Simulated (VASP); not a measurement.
Here is a VASP 6.6.1 calculation.

Contents of INCAR:

```
PREC = Accurate ; ENCUT = 600
EDIFF = 1E-7 ; ISMEAR = 0
SIGMA = 0.1 ; LREAL = False
LASPH = True ; NELM = 100
ALGO = Normal ; ISIF = 3
LWAVE = False ; LCHARG = False
GGA = PE ; IVDW = 12
IBRION = 2 ; NSW = 100
EDIFFG = -0.05
```

Contents of KPOINTS:

```
regular mesh
0
Gamma
  6 6 6
```

The input POSCAR:

```
Ag2ClF
1.0
    1.8789512264      1.0848129963      6.1366290082
   -1.8789512264      1.0848129963      6.1366290082
    0.0000000000     -2.1696259927      6.1366290082
Ag Cl F
2 1 1
Direct
    0.2500000000      0.2500000000      0.2500000000
    0.7500000000      0.7500000000      0.7500000000
    0.5000000000      0.5000000000      0.5000000000
    0.0000000000      0.0000000000      0.0000000000
```

Potentials or basis: VASP PAW PBE potentials, release 64 (Ag, Cl, F).

Command:

```sh
$ cat potpaw_PBE.64/Ag/POTCAR potpaw_PBE.64/Cl/POTCAR potpaw_PBE.64/F/POTCAR > POTCAR
$ mpirun -np 1 vasp_std > vasp.out
```

(1) What does it give for the space group after relaxing (to 0.1 Å)?

(2) Predict the band gap on the k mesh.

(3) Estimate the relaxed cell.

(4) Predict the dispersion energy per atom.

Results:

(1) R-3m (No. 166).

(2) zero (filled and empty bands touch).

(3) a = 5.627 Å, b = 5.627 Å, c = 5.627 Å, α = 40.87°, β = 40.87°, γ = 40.87°.

(4) -0.303 eV.

Caveat: semilocal functionals underestimate gaps, and a narrow one can read as zero.
